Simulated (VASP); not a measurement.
Runs of VASP 6.6.1 on V. The structure is that of space group P6_3/mmc (No. 194), or close to it. The cells are those of the table. This isn't the form of V at room conditions, which is bcc.

```csv
cell,k mesh,gap on the mesh (eV),pressure (GPa)
"a = 2.518, b = 2.518, c = 8.947 Å, angles 90.0, 90.0, 120.0°, 4 atoms",16 × 16 × 4,none,18.6
"a = 2.623, b = 2.623, c = 9.320 Å, angles 90.0, 90.0, 120.0°, 4 atoms",16 × 16 × 4,none,-6.6
"a = 2.554, b = 2.554, c = 9.074 Å, angles 90.0, 90.0, 120.0°, 4 atoms",16 × 16 × 4,none,(a)
"a = 2.589, b = 2.589, c = 9.199 Å, angles 90.0, 90.0, 120.0°, 4 atoms",16 × 16 × 4,none,0.2
"a = 2.481, b = 2.481, c = 8.815 Å, angles 90.0, 90.0, 120.0°, 4 atoms",16 × 16 × 4,none,30.8
"a = 2.589, b = 2.589, c = 9.199 Å, angles 90.0, 90.0, 120.0°, 4 atoms",13 × 13 × 4,none,0.2
```

Alike in all rows: task single point; level PBEsol; potentials or basis VASP PAW PBE potentials, release 64 (V_sv); no spin polarisation; cutoff (eV) 520; smearing fermi-dirac 0.1 eV.

Q: Fill in the values left out.

A: (a) 8.5.

Caveats: the PAW data sets were made with another functional, which shifts forces and pressure a little; the cell stands under pressure (at least some runs); the cell stands under tension (at least some runs).

A gap of «none» marks levels without a gap at the run's occupations.
